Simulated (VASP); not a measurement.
Runs of VASP 6.6.1 on HfO2. The structure is that of space group P4_2/mnm (No. 136), or close to it. The cells are those of the table. 

```tsv
cell	gap on the mesh (eV)	pressure (GPa)	largest force (eV/Å)
a = 4.877, b = 4.877, c = 3.248 Å, 6 atoms	3.72	-9.3	0.15
a = 4.732, b = 4.732, c = 3.151 Å, 6 atoms	4.07	(b)	0.15
a = 4.781, b = 4.781, c = 3.184 Å, 6 atoms	3.95	4.0	(c)
a = 4.923, b = 4.923, c = 3.279 Å, 6 atoms	3.62	-14.5	0.23
a = 4.830, b = 4.830, c = 3.216 Å, 6 atoms	3.83	(a)	0.06
```

Alike in all rows: task single point; level PBEsol; potentials or basis VASP PAW PBE potentials, release 64 (Hf_pv, O); no spin polarisation; k mesh 4 × 4 × 6; cutoff (eV) 520; smearing gaussian 0.01 eV.

Problem. Estimate the missing entries.

Solution. (a) -3.2; (b) 12.5; (c) 0.04.

Caveats: the PAW data sets were made with another functional, which shifts forces and pressure a little; spin-orbit coupling is left out, which moves the levels of the heavy elements.

A k mesh can miss the band edges, and the runs leave out spin-orbit coupling on Hf.
